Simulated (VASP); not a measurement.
Crystal: H.

```
CELL_PARAMETERS angstrom
-1.69153 1.69153 2.05847
1.69153 -1.69153 2.05847
1.69153 1.69153 -2.05847
ATOMIC_POSITIONS crystal
H 0.90986 0.90986 0.00000
H 0.09014 0.09014 0.00000
```

```yaml
Program: VASP 6.6.1
Task: relaxation of cell and atoms
Functional: PBEsol
Potentials_or_basis: VASP PAW PBE potentials, release 64 (H)
Cutoff: 600 eV
k_mesh: 18 × 18 × 18
Occupations: fermi-dirac, width 0.05 eV
Spin: no spin polarisation
```

At the start: pressure 1.1 GPa; volume 11.78 Å³/atom.

**Question.** Where does the relaxation end?

**Answer.** Over 13 steps the energy falls by 2.7 meV/atom and the volume is 12.55 Å³/atom (+6.6 %); space group I4/mmm (No. 139, to 0.05 Å).

The path:
| step | energy change (eV) | largest force (eV/Å) | pressure (GPa) | volume (Å³) |
| --- | --- | --- | --- | --- |
| 1 | 0.0000 | 0.5976 | 1.08 | 23.56 |
| 2 | 0.0309 | 1.3888 | -2.47 | 23.83 |
| 3 | -0.0051 | 0.0162 | 0.04 | 23.63 |
| 4 | -0.0051 | 0.0041 | 0.07 | 23.63 |
| 5 | -0.0051 | 0.0071 | 0.09 | 23.63 |
| 6 | -0.0051 | 0.0069 | 0.08 | 23.64 |
| 7 | -0.0051 | 0.0051 | 0.07 | 23.69 |
| 8 | -0.0051 | 0.0015 | 0.06 | 23.78 |
| 9 | -0.0052 | 0.0056 | 0.04 | 23.95 |
| 10 | -0.0053 | 0.0188 | 0.00 | 24.31 |
| 11 | -0.0053 | 0.0412 | -0.07 | 25.05 |
| 12 | -0.0054 | 0.0279 | -0.05 | 25.07 |
| 13 | -0.0054 | 0.0018 | -0.01 | 25.11 |

Final structure:
```cif
data_structure
_symmetry_space_group_name_H-M 'P 1'
_symmetry_Int_Tables_number 1
_cell_length_a 3.2268
_cell_length_b 3.2268
_cell_length_c 3.2268
_cell_angle_alpha 115.513
_cell_angle_beta 115.513
_cell_angle_gamma 97.965
_cell_volume 25.11
loop_
_atom_site_label
_atom_site_type_symbol
_atom_site_fract_x
_atom_site_fract_y
_atom_site_fract_z
_atom_site_occupancy
H1 H 0.91035 0.91035 0.00000 1
H2 H 0.08965 0.08965 0.00000 1
```

Caveat: the PAW data sets were made with another functional, which shifts forces and pressure a little.
